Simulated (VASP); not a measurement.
# Bi2Te3 (R-3m) in VASP: single point with PBE

Aim: the single point of Bi2Te3 with PBE.

All numbers are computed with VASP 6.6.1; they aren't measurements. Logs are shortened: lines on timing, memory, paths and dates and some standing lists are left out, and cuts for length are marked.

## 1. The cell of the first run

The structure is trigonal, space group R-3m (No. 166). The conventional cell has a = 4.605 Å, b = 4.605 Å, c = 30.497 Å, α = 90.00°, β = 90.00°, γ = 120.00°. Bi (site symmetry 3m) has 6 Te at 3.18 to 3.35 Å within 4.2 Å. Te (site symmetry -3m) has 6 Bi at 3.35 Å within 4.4 Å. Te (site symmetry 3m) has 3 Bi at 3.18 Å and 3 Te at 3.73 Å within 4.2 Å.

## 2. Single point, PBE (strain +0.050 along x and y, +0.000 along z)

INCAR

```
PREC = Accurate ; ENCUT = 520
EDIFF = 1E-6 ; ISMEAR = 0
SIGMA = 0.03 ; LREAL = F
LASPH = T ; NELM = 100
ALGO = Normal ; ISIF = 2
LWAVE = F ; LCHARG = F
GGA = PE ; NBANDS = 32
```

KPOINTS

```
Automatic mesh
0
Gamma
  12 12 12
```

POSCAR

```
Bi2Te3
1.0
    2.3026505863      1.3294359358     10.1656700000
   -2.3026505863      1.3294359358     10.1656700000
    0.0000000000     -2.6588718717     10.1656700000
Bi Te
2 3
Direct
    0.4000000000      0.4000000000      0.4000000000
    0.6000000000      0.6000000000      0.6000000000
    0.0000000000      0.0000000000      0.0000000000
    0.2095000000      0.2095000000      0.2095000000
    0.7905000000      0.7905000000      0.7905000000
```

Potentials or basis: VASP PAW PBE potentials, release 64 (Bi_d, Te).

The run is started by

```bash
$ cat potpaw_PBE.64/Bi_d/POTCAR potpaw_PBE.64/Te/POTCAR > POTCAR
$ mpirun -np 1 vasp_std > vasp.out
```

OUTCAR:

```text
PREC = Accurate
   ENCUT = 520
   EDIFF = 1E-6
   ISMEAR = 0
   LREAL = F
   LASPH = T
   NELM = 100
   ISIF = 2
   GGA = PE

 ion  position               nearest neighbor table
   1  0.400  0.400  0.400-   5 3.18   5 3.18   5 3.18   3 3.35   3 3.35   3 3.35
   2  0.600  0.600  0.600-   4 3.18   4 3.18   4 3.18   3 3.35   3 3.35   3 3.35
   3  0.000  0.000  0.000-   2 3.35   1 3.35   2 3.35   2 3.35   1 3.35   1 3.35
   4  0.209  0.209  0.209-   2 3.18   2 3.18   2 3.18
   5  0.791  0.791  0.791-   1 3.18   1 3.18   1 3.18

  LATTYP: Found a trigonal (rhomboedric) cell.
 ALAT       =    10.5076375165
 COS(alpha) =     0.9039547451

  Lattice vectors:

 A1 = (   2.3026505863,   1.3294359358,  10.1656700000)
 A2 = (  -2.3026505863,   1.3294359358,  10.1656700000)
 A3 = (   0.0000000000,  -2.6588718717,  10.1656700000)

Analysis of symmetry for initial positions (statically):
=====================================================================
 Subroutine PRICEL returns:
 Original cell was already a primitive cell.

 Routine SETGRP: Setting up the symmetry group for a
 trigonal (rhombohedral) supercell.

 Subroutine GETGRP returns: Found 12 space group operations
 (whereof 12 operations were pure point group operations)
 out of a pool of 12 trial point group operations.

The static configuration has the point symmetry D_3d.

Analysis of symmetry for dynamics (positions and initial velocities):
=====================================================================
 Subroutine PRICEL returns:
 Original cell was already a primitive cell.

 Routine SETGRP: Setting up the symmetry group for a
 trigonal (rhombohedral) supercell.

 Subroutine GETGRP returns: Found 12 space group operations
 (whereof 12 operations were pure point group operations)
 out of a pool of 12 trial point group operations.

The dynamic configuration has the point symmetry D_3d.

 Subroutine INISYM returns: Found 12 space group operations
 (whereof 12 operations are pure point group operations),
 and found     1 'primitive' translations

----------------------------------------------------------------------------------------

                                     Primitive cell

  volume of cell :     186.7165

  direct lattice vectors                    reciprocal lattice vectors
     2.302650586  1.329435936 10.165670000     0.217141065  0.125366452  0.032790100
    -2.302650586  1.329435936 10.165670000    -0.217141065  0.125366452  0.032790100
     0.000000000 -2.658871872 10.165670000     0.000000000 -0.250732904  0.032790100

  length of vectors
    10.507637517 10.507637517 10.507637517     0.252867910  0.252867910  0.252867910

  position of ions in fractional coordinates (direct lattice)
     0.400000000  0.400000000  0.400000000
     0.600000000  0.600000000  0.600000000
     0.000000000  0.000000000  0.000000000
     0.209500000  0.209500000  0.209500000
     0.790500000  0.790500000  0.790500000

  ion indices of the primitive-cell ions
   primitive index   ion index
                 1           1
                 2           2
                 3           3
                 4           4
                 5           5

----------------------------------------------------------------------------------------

 KPOINTS: Automatic mesh

Automatic generation of k-mesh.
 Grid dimensions read from file:
 generate k-points for:   12   12   12

 Generating k-lattice:

  Cartesian coordinates                     Fractional coordinates (reciprocal lattice)
     0.018095089  0.010447204  0.002732508     0.083333333  0.000000000 -0.000000000
    -0.018095089  0.010447204  0.002732508     0.000000000  0.083333333 -0.000000000
     0.000000000 -0.020894409  0.002732508    -0.000000000 -0.000000000  0.083333333

  Length of vectors
     0.021072326  0.021072326  0.021072326

  Shift w.r.t. Gamma in fractional coordinates (k-lattice)
     0.000000000  0.000000000  0.000000000

 Subroutine IBZKPT returns following result:
 ===========================================

 Found    189 irreducible k-points:

 Following reciprocal coordinates:
            Coordinates               Weight
  0.000000  0.000000  0.000000      1.000000
  0.083333 -0.000000 -0.000000      6.000000
  0.166667 -0.000000  0.000000      6.000000
  0.250000  0.000000 -0.000000      6.000000
  0.333333 -0.000000 -0.000000      6.000000
  0.416667 -0.000000 -0.000000      6.000000
[... 16 lines left out ...]
  0.500000  0.166667  0.000000     12.000000
 -0.416667  0.166667  0.000000     12.000000
 [... further k-points ...]
   k-points           NKPTS =    189   k-points in BZ     NKDIM =    189   number of bands    NBANDS=     32
   number of dos      NEDOS =    301   number of ions     NIONS =      5
   total plane-waves  NPLWV = 512000
   dimension x,y,z NGX =    80 NGY =   80 NGZ =   80
   dimension x,y,z NGXF=   160 NGYF=  160 NGZF=  160
   ions per type =               2   3
   NGX,Y,Z   is equivalent  to a cutoff of  12.66, 12.66, 12.66 a.u.
   NGXF,Y,Z  is equivalent  to a cutoff of  25.31, 25.31, 25.31 a.u.
 SYSTEM =  unknown system
   PREC   = accura    normal or accurate (medium, high low for compatibility)
   ISTART =      0    job   : 0-new  1-cont  2-samecut
   ICHARG =      2    charge: 1-file 2-atom 10-const
   ISPIN  =      1    spin polarized calculation?
   LNONCOLLINEAR =      F non collinear calculations
   LSORBIT =      F    spin-orbit coupling
   LASPH  =      T    aspherical Exc in radial PAW
   ENCUT  =  520.0 eV  38.22 Ry    6.18 a.u.  19.54 19.54 19.54*2*pi/ulx,y,z
   NELM   =    100;   NELMIN=  2; NELMDL= -5     # of ELM steps
   EDIFF  = 0.1E-05   stopping-criterion for ELM
   LREAL  =      F    real-space projection
   EDIFFG = 0.1E-04   stopping-criterion for IOM
   NSW    =      0    number of steps for IOM
   IBRION =     -1    ionic relax: 0-MD 1-quasi-New 2-CG
   NFREE  =      0    steps in history (QN), initial steepest desc. (CG)
   ISIF   =      2    stress and relaxation
   ISYM   =      2    0-nonsym 1-usesym 2-fastsym
   POTIM  = 0.5000    time-step for ionic-motion
   TEBEG  =    0.0;   TEEND  =   0.0 temperature during run
   PSTRESS=    0.0 pullay stress
   NELECT =      48.0000    total number of electrons
   NUPDOWN=      -1.0000    fix difference up-down
   EMIN   =  10.00;   EMAX   =-10.00  energy-range for DOS
   EFERMI =   0.00;   METHOD = LEGACY
   ISMEAR =     0;   SIGMA  =   0.03  broadening in eV -4-tet -1-fermi 0-gaus
   EFERMI_NEDOS =   21; number of points for ismear=-14 and -15
   IALGO  =     38    algorithm
   IMIX   =      4    mixing-type and parameters
     AMIX     =   0.40;   BMIX     =  1.00
     AMIX_MAG =   1.60;   BMIX_MAG =  1.00
  volume/ion in A,a.u.               =      37.34       252.01
  Fermi-wavevector in a.u.,A,eV,Ry     =   1.040945  1.967100 14.742810  1.083566
  Thomas-Fermi vector in A             =   2.175543
   LORBIT       =      0    0 simple, 1 ext, 2 COOP (PROOUT), +10 PAW based schemes
   GGA     = PE    functional components
   LHFCALC =     F    Hartree Fock is set to
   AEXX    =    0.0000 exact exchange contribution
   IVDW    =     0    specifies the selected vdW correction
   LEPSILON=     F    determine dielectric tensor
   LRPA    =     F    only Hartree local field effects (RPA)
 non-spin polarized calculation
 Gauss-broadening in eV      SIGMA  =   0.03
  energy-cutoff  :      520.00
  volume of cell :      186.72
 maximum number of plane-waves:      5062
 NGX is ok and might be reduce to    80
   NGX = 39   NGY = 39   NGZ = 39

 number of electron      48.0000004 magnetization

 Free energy of the ion-electron system (eV)
  ---------------------------------------------------
  ext. energy  EPLUGINS =         0.00000000
  ---------------------------------------------------
  free energy    TOTEN  =       -18.27259066 eV

  energy without entropy =      -18.27259066  energy(sigma->0) =      -18.27259066

 E-fermi :   4.9999     XC(G=0):  -8.8967

 val. band max:        4.9028524436   @ k =   0.0000   0.0000   0.0000
 cond. band min:       5.0967854528   @ k =   0.0000   0.0000   0.0000
 fundamental gap:      0.1939330092
 Fermi energy:         4.9998814125

 k-point     1 :       0.0000    0.0000    0.0000
  band No.  band energies     occupation
      1     -18.0834      2.00000
      2     -18.0826      2.00000
      3     -18.0806      2.00000
      4     -18.0806      2.00000
      5     -18.0799      2.00000
      6     -18.0799      2.00000
[... 24 lines left out ...]
     31      10.2113      0.00000
     32      10.4712      0.00000

 k-point     2 :       0.0833   -0.0000   -0.0000
  band No.  band energies     occupation
      1     -18.0832      2.00000
      2     -18.0824      2.00000
      3     -18.0808      2.00000
      4     -18.0802      2.00000
      5     -18.0800      2.00000
      6     -18.0794      2.00000
[... 24 lines left out ...]
     31       9.9526      0.00000
     32      10.1873      0.00000

 k-point     3 :       0.1667   -0.0000    0.0000
  band No.  band energies     occupation
      1     -18.0828      2.00000
      2     -18.0823      2.00000
      3     -18.0810      2.00000
      4     -18.0802      2.00000
      5     -18.0792      2.00000
      6     -18.0792      2.00000
[... 24 lines left out ...]
     31       9.3742      0.00000
     32      10.1511      0.00000

 k-point     4 :       0.2500    0.0000   -0.0000
  band No.  band energies     occupation
      1     -18.0834      2.00000
      2     -18.0829      2.00000
      3     -18.0816      2.00000
      4     -18.0799      2.00000
      5     -18.0794      2.00000
      6     -18.0791      2.00000
[... 654 lines left out ...]
     31       9.4062      0.00000
     32       9.9780      0.00000

 k-point    23 :       0.5000    0.1667    0.0000
  band No.  band energies     occupation
      1     -18.0848      2.00000
      2     -18.0836      2.00000
      3     -18.0812      2.00000
      4     -18.0809      2.00000
      5     -18.0793      2.00000
      6     -18.0786      2.00000
[... 24 lines left out ...]
     31       9.4055      0.00000
     32       9.9049      0.00000

 k-point    24 :      -0.4167    0.1667    0.0000
  band No.  band energies     occupation
      1     -18.0851      2.00000
      2     -18.0838      2.00000
      3     -18.0812      2.00000
      4     -18.0811      2.00000
      5     -18.0794      2.00000
      6     -18.0787      2.00000
[... 24 lines left out ...]
     31       9.2897      0.00000
     32       9.9460      0.00000

 [... further k-points ...]

------------------------ aborting loop because EDIFF is reached ----------------------------------------

  FORCE on cell =-STRESS in cart. coord.  units (eV):
  Direction    XX          YY          ZZ          XY          YZ          ZX
  --------------------------------------------------------------------------------------
  -------------------------------------------------------------------------------------
  Total       -3.2167450     -3.2167450     -2.0087862      0.0000000      0.0000000      0.0000000
  in kB      -27.6022513    -27.6022513    -17.2369958      0.0000000      0.0000000      0.0000000
  external PRESSURE =     -24.1471661 kB  Pullay stress =       0.0000000 kB

 VOLUME and BASIS-vectors are now :
 -----------------------------------------------------------------------------
  energy-cutoff  :      520.00
  volume of cell :      186.72
      direct lattice vectors                 reciprocal lattice vectors
     2.302650586  1.329435936 10.165670000     0.217141065  0.125366452  0.032790100
    -2.302650586  1.329435936 10.165670000    -0.217141065  0.125366452  0.032790100
     0.000000000 -2.658871872 10.165670000     0.000000000 -0.250732904  0.032790100

 POSITION                                       TOTAL-FORCE (eV/Angst)
 -----------------------------------------------------------------------------------
      0.00000     -0.00000     12.19880         0.000000     -0.000000      0.229888
      0.00000     -0.00000     18.29821         0.000000      0.000000     -0.229888
      0.00000      0.00000      0.00000         0.000000      0.000000     -0.000000
      0.00000     -0.00000      6.38912         0.000000     -0.000000      0.451867
      0.00000     -0.00000     24.10789         0.000000      0.000000     -0.451867
 -----------------------------------------------------------------------------------
    total drift:                               -0.000000     -0.000000     -0.000000

  FREE ENERGIE OF THE ION-ELECTRON SYSTEM (eV)
  ---------------------------------------------------
  free  energy   TOTEN  =       -18.2725906585 eV

  energy  without entropy=      -18.2725906580  energy(sigma->0) =      -18.27259066
```

It took 2.3 h on 1 thread of Oxide Virtual Turin-like, shared host; peak memory 1.5 GiB.

Results:

```yaml
Free_energy: -18.2726 eV
Pressure: -2.4 GPa
Largest_force: 0.452 eV/Å
Band_gap_on_the_k_mesh: 0.19 eV
```

Forces in eV/Å, atoms in the order of the input:
```
Bi   0.000  0.000  0.230
Bi   0.000  0.000 -0.230
Te   0.000  0.000  0.000
Te   0.000  0.000  0.452
Te   0.000  0.000 -0.452
```

Caveat: the cell differs from its parent crystal (strain +0.050 along x and y, +0.000 along z); spin-orbit coupling is left out, which moves the levels of the heavy elements. A k mesh can miss the band edges.
